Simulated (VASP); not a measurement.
# Pb (Fm-3m) in VASP: settings compared, part 2 of 2

VASP 6.6.1.

## (3) Single point, PBE+D4

This run uses another cell than the first one, of 29.72 Å³/atom, 1.021 times its volume.

The input, INCAR:

```
ALGO = Fast ; EDIFF = 1E-7
ENCUT = 520 ; GGA = PE
ISIF = 2 ; ISMEAR = -1
IVDW = 13 ; LASPH = True
LCHARG = True ; LELF = True
LREAL = False ; LVHAR = True
LWAVE = False ; NBANDS = 13
NELM = 80 ; PREC = Accurate
SIGMA = 0.05
```

The input, KPOINTS:

```
k-points
0
Gamma
  9 9 9
```

The input, POSCAR:

```
Pb
1.0
    0.0000000000      2.4584086270      2.4584086270
    2.4584086270      0.0000000000      2.4584086270
    2.4584086270      2.4584086270      0.0000000000
Pb
1
Direct
    0.0000000000      0.0000000000      0.0000000000
```

Potentials or basis: VASP PAW PBE potentials, release 64 (Pb_d).

On the command line:

```sh
> cat potpaw_PBE.64/Pb_d/POTCAR > POTCAR
> mpirun -np 1 vasp_std > vasp.out
```

OUTCAR:

```text
EDIFF = 1E-7
   ENCUT = 520
   GGA = PE
   ISIF = 2
   ISMEAR = -1
   IVDW = 13
   LASPH = True
   LREAL = False
   NELM = 80
   PREC = Accurate

 ion  position               nearest neighbor table
   1  0.000  0.000  0.000-

  LATTYP: Found a face centered cubic cell.
 ALAT       =     4.9168172540

  Lattice vectors:

 A1 = (   0.0000000000,   2.4584086270,   2.4584086270)
 A2 = (   2.4584086270,   0.0000000000,   2.4584086270)
 A3 = (   2.4584086270,   2.4584086270,   0.0000000000)

Analysis of symmetry for initial positions (statically):
[... 5 lines left out ...]
 face centered cubic supercell.

 Subroutine GETGRP returns: Found 48 space group operations
 (whereof 48 operations were pure point group operations)
 out of a pool of 48 trial point group operations.

The static configuration has the point symmetry O_h .

Analysis of symmetry for dynamics (positions and initial velocities):
[... 5 lines left out ...]
 face centered cubic supercell.

 Subroutine GETGRP returns: Found 48 space group operations
 (whereof 48 operations were pure point group operations)
 out of a pool of 48 trial point group operations.

The dynamic configuration has the point symmetry O_h .

 Subroutine INISYM returns: Found 48 space group operations
 (whereof 48 operations are pure point group operations),
 and found     1 'primitive' translations

----------------------------------------------------------------------------------------

                                     Primitive cell

  volume of cell :      29.7161

  direct lattice vectors                    reciprocal lattice vectors
     0.000000000  2.458408627  2.458408627    -0.203383601  0.203383601  0.203383601
     2.458408627  0.000000000  2.458408627     0.203383601 -0.203383601  0.203383601
     2.458408627  2.458408627  0.000000000     0.203383601  0.203383601 -0.203383601

  length of vectors
     3.476714822  3.476714822  3.476714822     0.352270731  0.352270731  0.352270731

  position of ions in fractional coordinates (direct lattice)
     0.000000000  0.000000000  0.000000000

  ion indices of the primitive-cell ions
   primitive index   ion index
                 1           1

----------------------------------------------------------------------------------------

 KPOINTS: k-points

Automatic generation of k-mesh.
 Grid dimensions read from file:
 generate k-points for:    9    9    9

 Generating k-lattice:

  Cartesian coordinates                     Fractional coordinates (reciprocal lattice)
    -0.022598178  0.022598178  0.022598178     0.111111111  0.000000000  0.000000000
     0.022598178 -0.022598178  0.022598178     0.000000000  0.111111111  0.000000000
     0.022598178  0.022598178 -0.022598178     0.000000000  0.000000000  0.111111111

  Length of vectors
     0.039141192  0.039141192  0.039141192

  Shift w.r.t. Gamma in fractional coordinates (k-lattice)
     0.000000000  0.000000000  0.000000000

 Subroutine IBZKPT returns following result:
 ===========================================

 Found     35 irreducible k-points:

 Following reciprocal coordinates:
            Coordinates               Weight
  0.000000  0.000000  0.000000      1.000000
  0.111111  0.000000  0.000000      8.000000
  0.222222  0.000000  0.000000      8.000000
  0.333333  0.000000  0.000000      8.000000
  0.444444  0.000000  0.000000      8.000000
  0.111111  0.111111  0.000000      6.000000
[... 16 lines left out ...]
 -0.333333  0.333333  0.000000     12.000000
  0.444444  0.444444  0.000000      6.000000
 [... further k-points ...]
   k-points           NKPTS =     35   k-points in BZ     NKDIM =     35   number of bands    NBANDS=     13
   number of dos      NEDOS =    301   number of ions     NIONS =      1
   total plane-waves  NPLWV =  21952
   dimension x,y,z NGX =    28 NGY =   28 NGZ =   28
   dimension x,y,z NGXF=    56 NGYF=   56 NGZF=   56
   ions per type =               1
   NGX,Y,Z   is equivalent  to a cutoff of  13.39, 13.39, 13.39 a.u.
   NGXF,Y,Z  is equivalent  to a cutoff of  26.78, 26.78, 26.78 a.u.
 SYSTEM =  unknown system
   PREC   = accura    normal or accurate (medium, high low for compatibility)
   ISTART =      0    job   : 0-new  1-cont  2-samecut
   ICHARG =      2    charge: 1-file 2-atom 10-const
   ISPIN  =      1    spin polarized calculation?
   LNONCOLLINEAR =      F non collinear calculations
   LSORBIT =      F    spin-orbit coupling
   LASPH  =      T    aspherical Exc in radial PAW
   ENCUT  =  520.0 eV  38.22 Ry    6.18 a.u.   6.46  6.46  6.46*2*pi/ulx,y,z
   NELM   =     80;   NELMIN=  2; NELMDL= -5     # of ELM steps
   EDIFF  = 0.1E-06   stopping-criterion for ELM
   LREAL  =      F    real-space projection
   EDIFFG = 0.1E-05   stopping-criterion for IOM
   NSW    =      0    number of steps for IOM
   IBRION =     -1    ionic relax: 0-MD 1-quasi-New 2-CG
   NFREE  =      0    steps in history (QN), initial steepest desc. (CG)
   ISIF   =      2    stress and relaxation
   ISYM   =      2    0-nonsym 1-usesym 2-fastsym
   POTIM  = 0.5000    time-step for ionic-motion
   TEBEG  =    0.0;   TEEND  =   0.0 temperature during run
   PSTRESS=    0.0 pullay stress
   NELECT =      14.0000    total number of electrons
   NUPDOWN=      -1.0000    fix difference up-down
   EMIN   =  10.00;   EMAX   =-10.00  energy-range for DOS
   EFERMI =   0.00;   METHOD = LEGACY
   ISMEAR =    -1;   SIGMA  =   0.05  broadening in eV -4-tet -1-fermi 0-gaus
   EFERMI_NEDOS =   21; number of points for ismear=-14 and -15
   IALGO  =     68    algorithm
   IMIX   =      4    mixing-type and parameters
     AMIX     =   0.40;   BMIX     =  1.00
     AMIX_MAG =   1.60;   BMIX_MAG =  1.00
  volume/ion in A,a.u.               =      29.72       200.53
  Fermi-wavevector in a.u.,A,eV,Ry     =   1.273855  2.407238 22.078274  1.622707
  Thomas-Fermi vector in A             =   2.406656
   LORBIT       =      0    0 simple, 1 ext, 2 COOP (PROOUT), +10 PAW based schemes
   GGA     = PE    functional components
   LHFCALC =     F    Hartree Fock is set to
   AEXX    =    0.0000 exact exchange contribution
   IVDW    =    13    specifies the selected vdW correction
   LEPSILON=     F    determine dielectric tensor
   LRPA    =     F    only Hartree local field effects (RPA)
 non-spin polarized calculation
 RMM-DIIS sequential band-by-band and
  energy-cutoff  :      520.00
  volume of cell :       29.72
 maximum number of plane-waves:       821
 NGX is ok and might be reduce to    28
   NGX = 13   NGY = 13   NGZ = 13

 number of electron      13.9999999 magnetization

 Free energy of the ion-electron system (eV)
  ---------------------------------------------------
  ext. energy  EPLUGINS =         0.00000000
  ---------------------------------------------------
  free energy    TOTEN  =        -3.55962257 eV

  energy without entropy =       -3.55656631  energy(sigma->0) =       -3.55809444

 E-fermi :   7.3581     XC(G=0): -10.2831

 val. band max:        7.1358896473   @ k =  -0.3333   0.3333   0.1111
 cond. band min:       7.3609022694   @ k =  -0.2222   0.3333   0.1111
 fundamental gap:      0.2250126220
 Fermi energy:         7.3580900995

 k-point     1 :       0.0000    0.0000    0.0000
  band No.  band energies     occupation
      1      -9.5800      2.00000
      2      -9.5800      2.00000
      3      -9.5800      2.00000
      4      -9.4309      2.00000
      5      -9.4309      2.00000
      6      -4.3836      2.00000
      7      15.0891      0.00000
      8      15.0891      0.00000
      9      15.0891      0.00000
     10      17.2852      0.00000
     11      19.1078      0.00000
     12      20.1451      0.00000
     13      20.1451      0.00000

 k-point     2 :       0.1111    0.0000    0.0000
  band No.  band energies     occupation
      1      -9.5809      2.00000
      2      -9.5626      2.00000
      3      -9.5626      2.00000
      4      -9.4310      2.00000
      5      -9.4310      2.00000
      6      -4.1406      2.00000
      7      12.6739      0.00000
      8      14.8005      0.00000
      9      14.8005      0.00000
     10      16.9268      0.00000
     11      20.0322      0.00000
[... 339 lines left out ...]
 k-point    24 :       0.4444    0.4444    0.0000
  band No.  band energies     occupation
      1      -9.7493      2.00000
      2      -9.6531      2.00000
      3      -9.3040      2.00000
      4      -9.2631      2.00000
      5      -9.2631      2.00000
      6       0.3519      2.00000
      7       4.7492      2.00000
      8       9.6849      0.00000
      9       9.6849      0.00000
     10      13.0465      0.00000
     11      14.2675      0.00000
     12      25.8894      0.00000
     13      27.7067      0.00000

 [... further k-points ...]

------------------------ aborting loop because EDIFF is reached ----------------------------------------

  DFT-D4 for vdW energy calculation

  Edisp (eV):   -0.43917

  FORCE on cell =-STRESS in cart. coord.  units (eV):
  Direction    XX          YY          ZZ          XY          YZ          ZX
  --------------------------------------------------------------------------------------
  -------------------------------------------------------------------------------------
  Total       0.19227     0.19227     0.19227     0.00000     0.00000    -0.00000
  in kB      10.36637    10.36637    10.36637     0.00000     0.00000    -0.00000
  external pressure =       10.37 kB  Pullay stress =        0.00 kB

 VOLUME and BASIS-vectors are now :
 -----------------------------------------------------------------------------
  energy-cutoff  :      520.00
  volume of cell :       29.72
      direct lattice vectors                 reciprocal lattice vectors
     0.000000000  2.458408627  2.458408627    -0.203383601  0.203383601  0.203383601
     2.458408627  0.000000000  2.458408627     0.203383601 -0.203383601  0.203383601
     2.458408627  2.458408627  0.000000000     0.203383601  0.203383601 -0.203383601

 POSITION                                       TOTAL-FORCE (eV/Angst)
 -----------------------------------------------------------------------------------
      0.00000      0.00000      0.00000        -0.000000      0.000000      0.000000
 -----------------------------------------------------------------------------------
    total drift:                               -0.000000     -0.000000     -0.000000

  FREE ENERGIE OF THE ION-ELECTRON SYSTEM (eV)
  ---------------------------------------------------
  free  energy   TOTEN  =        -3.9987948300 eV

  energy  without entropy=       -3.9957385681  energy(sigma->0) =       -3.99726670
```

stdout:

```text
POSCAR found type information on POSCAR Pb
 POSCAR found :  1 types and       1 ions
 scaLAPACK will be used
 LDA part: xc-table for (Slater+PW92), standard interpolation
 POSCAR, INCAR and KPOINTS ok, starting setup
 FFT: planning ... GRIDC
 FFT: planning ... GRID_SOFT
 FFT: planning ... GRID
 WAVECAR not read
 entering main loop
WARNING in EDDRMM: call to ZHEGV failed, returncode =   6  3     12
WARNING in EDDRMM: call to ZHEGV failed, returncode =   6  3     13
WARNING in EDDRMM: call to ZHEGV failed, returncode =   6  3     12
WARNING in EDDRMM: call to ZHEGV failed, returncode =   6  3     11
WARNING in EDDRMM: call to ZHEGV failed, returncode =   6  3     11
WARNING in EDDRMM: call to ZHEGV failed, returncode =   8  4     13
```

Wall time 21 s (1 thread of AMD EPYC 7R13 (Zen 3), shared host); peak memory 0.13 GiB.

What came out:

```
Free energy                : -3.9988 eV
Pressure                   : 1.0 GPa
Band gap on the k mesh     : zero (band 7 reaches 15.09 eV, above the bottom of band 8 at 5.92 eV)
Dispersion energy per atom : -0.439 eV
```

Levels at points of the mesh, in eV from the Fermi level:
```csv
k point,band 4,band 5,band 6,band 7,band 8,band 9,band 10,band 11
"(0.00, 0.00, 0.00)",-16.79,-16.79,-11.74,7.73,7.73,7.73,9.93,11.75
```

Caveat: spin-orbit coupling is left out, which moves the levels of the heavy elements; pairwise dispersion overbinds metals, which lowers pressure and volume.

## (4) Single point, PBEsol+D3(BJ)

The input, INCAR:

```
SYSTEM = Pb
PREC = Accurate
ENCUT = 520
EDIFF = 1E-6
ISMEAR = -1
SIGMA = 0.05
LREAL = .FALSE.
LASPH = .TRUE.
NELM = 80
ALGO = Normal
ISIF = 2
LWAVE = .FALSE.
LCHARG = .FALSE.
GGA = PS
IVDW = 12
NBANDS = 13
```

The input, KPOINTS:

```
regular mesh
0
G
  9 9 9
  0 0 0
```

The input, POSCAR:

```
Pb
1.0
    0.0000000000      2.4415696833      2.4415696833
    2.4415696833      0.0000000000      2.4415696833
    2.4415696833      2.4415696833      0.0000000000
Pb
1
Direct
    0.0000000000      0.0000000000      0.0000000000
```

Potentials or basis: VASP PAW PBE potentials, release 64 (Pb_d).

On the command line:

```sh
> cat potpaw_PBE.64/Pb_d/POTCAR > POTCAR
> mpirun -np 1 vasp_std > vasp.out
```

OUTCAR:

```text
SYSTEM = Pb
   PREC = Accurate
   ENCUT = 520
   EDIFF = 1E-6
   ISMEAR = -1
   LREAL = .FALSE.
   LASPH = .TRUE.
   NELM = 80
   ISIF = 2
   GGA = PS
   IVDW = 12
 IVDW          = 12

 ion  position               nearest neighbor table
   1  0.000  0.000  0.000-

  LATTYP: Found a face centered cubic cell.
 ALAT       =     4.8831393666

  Lattice vectors:

 A1 = (   0.0000000000,   2.4415696833,   2.4415696833)
[... 563 lines left out ...]
     12      26.0800      0.00000
     13      28.0050      0.00000

 [... further k-points ...]

------------------------ aborting loop because EDIFF is reached ----------------------------------------

 Edisp (eV)   -0.46058

 E8    (eV) :    -0.3366

  FORCE on cell =-STRESS in cart. coord.  units (eV):
  Direction    XX          YY          ZZ          XY          YZ          ZX
  --------------------------------------------------------------------------------------
  -------------------------------------------------------------------------------------
  Total      -0.22621    -0.22621    -0.22621     0.00000    -0.00000     0.00000
  in kB     -12.45032   -12.45032   -12.45032     0.00000    -0.00000     0.00000
  external pressure =      -12.45 kB  Pullay stress =        0.00 kB

 VOLUME and BASIS-vectors are now :
 -----------------------------------------------------------------------------
  energy-cutoff  :      520.00
  volume of cell :       29.11
      direct lattice vectors                 reciprocal lattice vectors
     0.000000000  2.441569683  2.441569683    -0.204786291  0.204786291  0.204786291
     2.441569683  0.000000000  2.441569683     0.204786291 -0.204786291  0.204786291
     2.441569683  2.441569683  0.000000000     0.204786291  0.204786291 -0.204786291

 POSITION                                       TOTAL-FORCE (eV/Angst)
 -----------------------------------------------------------------------------------
      0.00000      0.00000      0.00000        -0.000000     -0.000000     -0.000000
 -----------------------------------------------------------------------------------
    total drift:                               -0.000000     -0.000000     -0.000000

  FREE ENERGIE OF THE ION-ELECTRON SYSTEM (eV)
  ---------------------------------------------------
  free  energy   TOTEN  =        -4.4747941333 eV

  energy  without entropy=       -4.4716815240  energy(sigma->0) =       -4.47323783
```

stdout:

```text
POSCAR found type information on POSCAR Pb
 POSCAR found :  1 types and       1 ions
 scaLAPACK will be used
 -----------------------------------------------------------------------------
|                                                                             |
|                                                                             |
|     You enforced a specific xc type in the INCAR file but a different       |
|     I HOPE YOU KNOW WHAT YOU ARE DOING!                                     |
|                                                                             |
 -----------------------------------------------------------------------------

 LDA part: xc-table for (Slater+PW92), standard interpolation
 POSCAR, INCAR and KPOINTS ok, starting setup
 FFT: planning ... GRIDC
 FFT: planning ... GRID_SOFT
 FFT: planning ... GRID
 WAVECAR not read
 entering main loop
```

Run time: 9.4 s. Hardware: 1 thread of AMD EPYC 7R13 (Zen 3), shared host; peak memory 0.14 GiB.

Results:

```yaml
Free_energy: -4.4748 eV
Pressure: -1.2 GPa
Band_gap_on_the_k_mesh: zero (band 7 reaches 15.30 eV, above the bottom of band 8 at 5.92 eV)
Dispersion_energy_per_atom: -0.461 eV
```

Levels at points of the mesh, in eV from the Fermi level:
```csv
k point,band 5,band 6,band 7,band 8,band 9,band 10
"(0.00, 0.00, 0.00)",-16.69,-11.88,7.91,7.91,7.91,9.96
```

Caveat: the PAW data sets were made with another functional, which shifts forces and pressure a little; spin-orbit coupling is left out, which moves the levels of the heavy elements; pairwise dispersion overbinds metals, which lowers pressure and volume.

## (5) Overview

```csv
level,cell,gap on the mesh (eV),pressure (GPa)
PBE+D4,"a = 3.453 Å, angles 60.0°, 1 atom",none,2.2
PBE+D4,"a = 3.477 Å, angles 60.0°, 1 atom",none,1.0
PBEsol+D3(BJ),"a = 3.453 Å, angles 60.0°, 1 atom",none,-1.2
```

Alike in all rows: task single point; potentials or basis VASP PAW PBE potentials, release 64 (Pb_d); no spin polarisation; k mesh 9 × 9 × 9; cutoff (eV) 520; smearing fermi-dirac 0.05 eV.

Caveats: spin-orbit coupling is left out, which moves the levels of the heavy elements; pairwise dispersion overbinds metals, which lowers pressure and volume; the PAW data sets were made with another functional, which shifts forces and pressure a little (some runs).

Absolute energies hang on the potentials; compare differences alone.
